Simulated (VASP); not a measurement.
# GaSb (Immm) in VASP: a series of runs

GaSb is run at these levels: LDA; tasks: single point.

Program: VASP 6.6.1. These are calculated values, not measurements. Logs are shortened: lines on timing, memory, paths and dates and some standing lists are left out, and cuts for length are marked.

**1. The cell of the first run**

The structure is orthorhombic, space group Immm (No. 71). The conventional cell has a = 3.396 Å, b = 4.999 Å, c = 5.188 Å, α = 90.00°, β = 90.00°, γ = 90.00°. Within 3.4 Å of Ga (site symmetry mmm) lie 6 Sb at 2.59 to 3.02 Å and 2 Ga at 3.40 Å. Within 3.4 Å of Sb (site symmetry mmm) lie 6 Ga at 2.59 to 3.02 Å and 2 Sb at 3.40 Å.

**2. Single point, LDA**

INCAR

```
SYSTEM = GaSb
PREC     = Accurate       ! precision mode
ENCUT    = 520            ! plane-wave cutoff, eV
EDIFF    = 1E-6           ! SCF threshold, eV
ISMEAR   = 0              ! smearing method
SIGMA    = 0.15           ! smearing width, eV
LREAL    = .FALSE.        ! projectors in reciprocal space
LASPH    = .TRUE.         ! aspherical terms in the spheres
NELM     = 80             ! most SCF steps
ALGO     = Normal         ! electronic algorithm
ISIF     = 2              ! what is computed and relaxed
LWAVE    = .FALSE.        ! write WAVECAR
LCHARG   = .FALSE.        ! write CHGCAR
NBANDS   = 16             ! bands
```

KPOINTS

```
Automatic mesh
0
G
  16 16 16
  0 0 0
```

POSCAR

```
GaSb
1.0
   -1.6980502239      2.4992771138      2.5938200430
    1.6980502239     -2.4992771138      2.5938200430
    1.6980502239      2.4992771138     -2.5938200430
Ga Sb
1 1
Direct
    0.0000000000      0.0000000000      0.0000000000
    0.5000000000      0.5000000000      0.0000000000
```

Potentials or basis: VASP PAW LDA potentials, release 64 (Ga_d, Sb).

On the command line:

```sh
$ cat potpaw_LDA.64/Ga_d/POTCAR potpaw_LDA.64/Sb/POTCAR > POTCAR
$ mpirun -np 1 vasp_std > vasp.out
```

OUTCAR:

```text
SYSTEM = GaSb
   PREC = Accurate
   ENCUT = 520
   EDIFF = 1E-6
   ISMEAR = 0
   LREAL = .FALSE.
   LASPH = .TRUE.
   NELM = 80
   ISIF = 2

 ion  position               nearest neighbor table
   1  0.000  0.000  0.000-   2 2.59   2 2.59   2 3.02   2 3.02   2 3.02   2 3.02
   2  0.500  0.500  0.000-   1 2.59   1 2.59   1 3.02   1 3.02   1 3.02   1 3.02

  LATTYP: Found a body centered orthorhombic cell.
 ALAT       =     3.3961004478
 B/A-ratio  =     1.4718511141
 C/A-ratio  =     1.5275284597

  Lattice vectors:

 A1 = (  -1.6980502239,   2.4992771138,   2.5938200430)
 A2 = (   1.6980502239,  -2.4992771138,   2.5938200430)
 A3 = (   1.6980502239,   2.4992771138,  -2.5938200430)

Analysis of symmetry for initial positions (statically):
=====================================================================
 Subroutine PRICEL returns:
 Original cell was already a primitive cell.

 Routine SETGRP: Setting up the symmetry group for a
 body centered orthorhombic supercell.

 Subroutine GETGRP returns: Found  8 space group operations
 (whereof  8 operations were pure point group operations)
 out of a pool of  8 trial point group operations.

The static configuration has the point symmetry D_2h.

Analysis of symmetry for dynamics (positions and initial velocities):
=====================================================================
 Subroutine PRICEL returns:
 Original cell was already a primitive cell.

 Routine SETGRP: Setting up the symmetry group for a
 body centered orthorhombic supercell.

 Subroutine GETGRP returns: Found  8 space group operations
 (whereof  8 operations were pure point group operations)
 out of a pool of  8 trial point group operations.

The dynamic configuration has the point symmetry D_2h.

 Subroutine INISYM returns: Found  8 space group operations
 (whereof  8 operations are pure point group operations),
 and found     1 'primitive' translations

----------------------------------------------------------------------------------------

                                     Primitive cell

  volume of cell :      44.0316

  direct lattice vectors                    reciprocal lattice vectors
    -1.698050224  2.499277114  2.593820043     0.000000000  0.200057848  0.192765879
     1.698050224 -2.499277114  2.593820043     0.294455366  0.000000000  0.192765879
     1.698050224  2.499277114 -2.593820043     0.294455366  0.200057848  0.000000000

  length of vectors
     3.982168137  3.982168137  3.982168137     0.277816174  0.351941254  0.355987507

  position of ions in fractional coordinates (direct lattice)
     0.000000000  0.000000000  0.000000000
     0.500000000  0.500000000  0.000000000

  ion indices of the primitive-cell ions
   primitive index   ion index
                 1           1
                 2           2

----------------------------------------------------------------------------------------

 KPOINTS: Automatic mesh

Automatic generation of k-mesh.
 Grid dimensions read from file:
 generate k-points for:   16   16   16

 Generating k-lattice:

  Cartesian coordinates                     Fractional coordinates (reciprocal lattice)
     0.000000000  0.012503615  0.012047867     0.062500000 -0.000000000  0.000000000
     0.018403460  0.000000000  0.012047867     0.000000000  0.062500000 -0.000000000
     0.018403460  0.012503615  0.000000000     0.000000000 -0.000000000  0.062500000

  Length of vectors
     0.017363511  0.021996328  0.022249219

  Shift w.r.t. Gamma in fractional coordinates (k-lattice)
     0.000000000  0.000000000  0.000000000

 Subroutine IBZKPT returns following result:
 ===========================================

 Found    621 irreducible k-points:

 Following reciprocal coordinates:
            Coordinates               Weight
  0.000000  0.000000  0.000000      1.000000
  0.062500 -0.000000  0.000000      4.000000
  0.125000 -0.000000  0.000000      4.000000
  0.187500 -0.000000  0.000000      4.000000
  0.250000 -0.000000  0.000000      4.000000
  0.312500  0.000000 -0.000000      4.000000
[... 16 lines left out ...]
 -0.187500  0.062500 -0.000000      8.000000
 -0.125000  0.062500 -0.000000      8.000000
 [... further k-points ...]
   k-points           NKPTS =    621   k-points in BZ     NKDIM =    621   number of bands    NBANDS=     16
   number of dos      NEDOS =    301   number of ions     NIONS =      2
   total plane-waves  NPLWV =  27000
   dimension x,y,z NGX =    30 NGY =   30 NGZ =   30
   dimension x,y,z NGXF=    60 NGYF=   60 NGZF=   60
   ions per type =               1   1
   NGX,Y,Z   is equivalent  to a cutoff of  12.52, 12.52, 12.52 a.u.
   NGXF,Y,Z  is equivalent  to a cutoff of  25.05, 25.05, 25.05 a.u.
 SYSTEM =  GaSb
   PREC   = accura    normal or accurate (medium, high low for compatibility)
   ISTART =      0    job   : 0-new  1-cont  2-samecut
   ICHARG =      2    charge: 1-file 2-atom 10-const
   ISPIN  =      1    spin polarized calculation?
   LNONCOLLINEAR =      F non collinear calculations
   LSORBIT =      F    spin-orbit coupling
   LASPH  =      T    aspherical Exc in radial PAW
   ENCUT  =  520.0 eV  38.22 Ry    6.18 a.u.   7.40  7.40  7.40*2*pi/ulx,y,z
   NELM   =     80;   NELMIN=  2; NELMDL= -5     # of ELM steps
   EDIFF  = 0.1E-05   stopping-criterion for ELM
   LREAL  =      F    real-space projection
[... 7 lines left out ...]
   TEBEG  =    0.0;   TEEND  =   0.0 temperature during run
   PSTRESS=    0.0 pullay stress
   NELECT =      18.0000    total number of electrons
   NUPDOWN=      -1.0000    fix difference up-down
   EMIN   =  10.00;   EMAX   =-10.00  energy-range for DOS
   EFERMI =   0.00;   METHOD = LEGACY
   ISMEAR =     0;   SIGMA  =   0.15  broadening in eV -4-tet -1-fermi 0-gaus
   EFERMI_NEDOS =   21; number of points for ismear=-14 and -15
   IALGO  =     38    algorithm
   IMIX   =      4    mixing-type and parameters
     AMIX     =   0.40;   BMIX     =  1.00
     AMIX_MAG =   1.60;   BMIX_MAG =  1.00
  volume/ion in A,a.u.               =      22.02       148.57
  Fermi-wavevector in a.u.,A,eV,Ry     =   1.215003  2.296023 20.085365  1.476233
  Thomas-Fermi vector in A             =   2.350404
   LORBIT       =      0    0 simple, 1 ext, 2 COOP (PROOUT), +10 PAW based schemes
   GGA     = CA    functional components
   LHFCALC =     F    Hartree Fock is set to
   AEXX    =    0.0000 exact exchange contribution
   IVDW    =     0    specifies the selected vdW correction
   LEPSILON=     F    determine dielectric tensor
   LRPA    =     F    only Hartree local field effects (RPA)
 non-spin polarized calculation
 Gauss-broadening in eV      SIGMA  =   0.15
  energy-cutoff  :      520.00
  volume of cell :       44.03
 maximum number of plane-waves:      1215
 NGX is ok and might be reduce to    30
   NGX = 15   NGY = 15   NGZ = 15

 number of electron      18.0000006 magnetization

 Free energy of the ion-electron system (eV)
  ---------------------------------------------------
  ext. energy  EPLUGINS =         0.00000000
  ---------------------------------------------------
  free energy    TOTEN  =        -8.17954486 eV

  energy without entropy =       -8.17099983  energy(sigma->0) =       -8.17527234

 E-fermi :   7.4371     XC(G=0): -10.8643

 val. band max:        7.4368848215   @ k =  -0.4375  -0.4375   0.3750
 cond. band min:       7.4379525997   @ k =  -0.4375   0.2500   0.0625
 fundamental gap:      0.0010677783
 Fermi energy:         7.4370671701

 k-point     1 :       0.0000    0.0000    0.0000
  band No.  band energies     occupation
      1      -7.7914      2.00000
      2      -7.7144      2.00000
      3      -7.7031      2.00000
      4      -7.6890      2.00000
      5      -7.6847      2.00000
      6      -5.1857      2.00000
[... 8 lines left out ...]
     15      16.8781      0.00000
     16      16.9666      0.00000

 k-point     2 :       0.0625   -0.0000    0.0000
  band No.  band energies     occupation
      1      -7.7913      2.00000
      2      -7.7138      2.00000
      3      -7.7037      2.00000
      4      -7.6890      2.00000
      5      -7.6845      2.00000
      6      -5.1439      2.00000
[... 8 lines left out ...]
     15      16.4771      0.00000
     16      17.0966      0.00000

 k-point     3 :       0.1250   -0.0000    0.0000
  band No.  band energies     occupation
      1      -7.7913      2.00000
      2      -7.7121      2.00000
      3      -7.7053      2.00000
      4      -7.6892      2.00000
      5      -7.6836      2.00000
      6      -5.0186      2.00000
[... 8 lines left out ...]
     15      15.8722      0.00000
     16      17.4558      0.00000

 k-point     4 :       0.1875   -0.0000    0.0000
  band No.  band energies     occupation
      1      -7.7919      2.00000
      2      -7.7096      2.00000
      3      -7.7075      2.00000
      4      -7.6900      2.00000
      5      -7.6818      2.00000
      6      -4.8108      2.00000
[... 8 lines left out ...]
     15      15.4993      0.00000
     16      17.5177      0.00000

 k-point     5 :       0.2500   -0.0000    0.0000
  band No.  band energies     occupation
      1      -7.7933      2.00000
      2      -7.7099      2.00000
      3      -7.7067      2.00000
      4      -7.6914      2.00000
      5      -7.6792      2.00000
      6      -4.5236      2.00000
[... 8 lines left out ...]
     15      15.3876      0.00000
     16      16.9013      0.00000

 k-point     6 :       0.3125    0.0000   -0.0000
  band No.  band energies     occupation
      1      -7.7955      2.00000
      2      -7.7119      2.00000
      3      -7.7039      2.00000
      4      -7.6928      2.00000
      5      -7.6766      2.00000
      6      -4.1657      2.00000
[... 8 lines left out ...]
     15      16.1542      0.00000
     16      16.5281      0.00000

 k-point     7 :       0.3750   -0.0000    0.0000
  band No.  band energies     occupation
      1      -7.7979      2.00000
      2      -7.7134      2.00000
      3      -7.7017      2.00000
      4      -7.6940      2.00000
      5      -7.6743      2.00000
      6      -3.7604      2.00000
[... 8 lines left out ...]
     15      15.7661      0.00000
     16      17.9567      0.00000

 k-point     8 :       0.4375   -0.0000    0.0000
  band No.  band energies     occupation
      1      -7.7997      2.00000
      2      -7.7142      2.00000
      3      -7.7002      2.00000
      4      -7.6949      2.00000
      5      -7.6728      2.00000
      6      -3.3753      2.00000
[... 8 lines left out ...]
     15      15.4467      0.00000
     16      19.5331      0.00000

 k-point     9 :       0.5000   -0.0000    0.0000
  band No.  band energies     occupation
      1      -7.8004      2.00000
      2      -7.7145      2.00000
      3      -7.6997      2.00000
      4      -7.6952      2.00000
      5      -7.6723      2.00000
      6      -3.1914      2.00000
[... 8 lines left out ...]
     15      15.3288      0.00000
     16      20.8709      0.00000
[... 172 lines left out ...]
 k-point    19 :      -0.4375    0.0625   -0.0000
  band No.  band energies     occupation
      1      -7.7997      2.00000
      2      -7.7119      2.00000
      3      -7.7001      2.00000
      4      -7.6958      2.00000
      5      -7.6753      2.00000
      6      -3.4907      2.00000
[... 8 lines left out ...]
     15      15.9720      0.00000
     16      18.5340      0.00000

 k-point    20 :      -0.3750    0.0625   -0.0000
  band No.  band energies     occupation
      1      -7.7982      2.00000
      2      -7.7106      2.00000
      3      -7.7021      2.00000
      4      -7.6948      2.00000
      5      -7.6769      2.00000
      6      -3.8973      2.00000
[... 8 lines left out ...]
     15      16.0755      0.00000
     16      17.1733      0.00000

 k-point    21 :      -0.3125    0.0625    0.0000
  band No.  band energies     occupation
      1      -7.7963      2.00000
      2      -7.7090      2.00000
      3      -7.7047      2.00000
      4      -7.6934      2.00000
      5      -7.6790      2.00000
      6      -4.2832      2.00000
[... 8 lines left out ...]
     15      15.9587      0.00000
     16      16.6598      0.00000

 k-point    22 :      -0.2500    0.0625   -0.0000
  band No.  band energies     occupation
      1      -7.7943      2.00000
      2      -7.7076      2.00000
      3      -7.7069      2.00000
      4      -7.6920      2.00000
      5      -7.6815      2.00000
      6      -4.6083      2.00000
[... 8 lines left out ...]
     15      16.0574      0.00000
     16      17.0038      0.00000

 k-point    23 :      -0.1875    0.0625   -0.0000
  band No.  band energies     occupation
      1      -7.7928      2.00000
      2      -7.7102      2.00000
      3      -7.7049      2.00000
      4      -7.6910      2.00000
      5      -7.6836      2.00000
      6      -4.8582      2.00000
[... 8 lines left out ...]
     15      16.1551      0.00000
     16      16.8971      0.00000

 k-point    24 :      -0.1250    0.0625   -0.0000
  band No.  band energies     occupation
      1      -7.7916      2.00000
      2      -7.7123      2.00000
      3      -7.7032      2.00000
      4      -7.6906      2.00000
      5      -7.6850      2.00000
      6      -5.0275      2.00000
[... 8 lines left out ...]
     15      16.4304      0.00000
     16      16.9209      0.00000

 [... further k-points ...]
[... 5 lines left out ...]
  --------------------------------------------------------------------------------------
  -------------------------------------------------------------------------------------
  Total       -1.1336550     -0.9362552      4.3796361      0.0000000      0.0000000      0.0000000
  in kB      -41.2502607    -34.0674821    159.3616558      0.0000000      0.0000000      0.0000000
  external PRESSURE =      28.0146377 kB  Pullay stress =       0.0000000 kB

 VOLUME and BASIS-vectors are now :
 -----------------------------------------------------------------------------
  energy-cutoff  :      520.00
  volume of cell :       44.03
      direct lattice vectors                 reciprocal lattice vectors
    -1.698050224  2.499277114  2.593820043     0.000000000  0.200057848  0.192765879
     1.698050224 -2.499277114  2.593820043     0.294455366  0.000000000  0.192765879
     1.698050224  2.499277114 -2.593820043     0.294455366  0.200057848  0.000000000

 POSITION                                       TOTAL-FORCE (eV/Angst)
 -----------------------------------------------------------------------------------
      0.00000      0.00000      0.00000        -0.000000      0.000000      0.000000
      0.00000      0.00000      2.59382         0.000000     -0.000000     -0.000000
 -----------------------------------------------------------------------------------
    total drift:                                0.000000      0.000000      0.000000

  FREE ENERGIE OF THE ION-ELECTRON SYSTEM (eV)
  ---------------------------------------------------
  free  energy   TOTEN  =        -8.1795448578 eV

  energy  without entropy=       -8.1709998250  energy(sigma->0) =       -8.17527234
```

Wall time 3.4 min (1 thread of Intel Xeon Platinum 8488C (Sapphire Rapids), shared host); peak memory 0.53 GiB.

What came out:

- Free energy: -8.1795 eV
- Pressure: 2.8 GPa
- Band gap on the k mesh: zero (bands 9 and 10 overlap by 5.76 eV)

Stress tensor (GPa, compression positive):
```
-4.13  0.00  0.00
 0.00 -3.41  0.00
 0.00  0.00 15.94
```

Levels at points of the mesh, in eV from the Fermi level:
| k point | band 5 | band 6 | band 7 | band 8 | band 9 | band 10 | band 11 | band 12 | band 13 | band 14 |
| --- | --- | --- | --- | --- | --- | --- | --- | --- | --- | --- |
| (0.00, 0.00, 0.00) | -15.12 | -12.62 | -1.89 | -1.27 | -1.08 | 3.64 | 3.99 | 5.92 | 6.43 | 8.89 |
| (0.50, 0.00, 0.00) | -15.11 | -10.63 | -8.51 | 0.82 | 2.53 | 2.61 | 3.55 | 3.60 | 4.52 | 7.27 |
| (0.00, 0.50, 0.00) | -15.09 | -9.14 | -7.15 | -1.68 | -0.72 | -0.28 | 0.64 | 4.03 | 4.48 | 10.71 |
| (0.50, 0.50, 0.00) | -15.09 | -9.26 | -5.61 | -2.92 | -2.87 | -1.56 | 3.23 | 4.15 | 7.78 | 8.23 |
| (0.50, 0.50, 0.50) | -15.10 | -8.84 | -5.70 | -5.61 | -5.03 | 0.34 | 4.57 | 9.46 | 10.68 | 12.79 |

Caveat: the cell differs from its parent crystal (strain +e along x and -e along y +0.0400, strain +e along z and -e/2 along x and y -0.0750); the stress differs along the axes, from -4 to 16 GPa; spin-orbit coupling is left out, which moves the levels of the heavy elements.

(Part 1 of 3 ends here.)
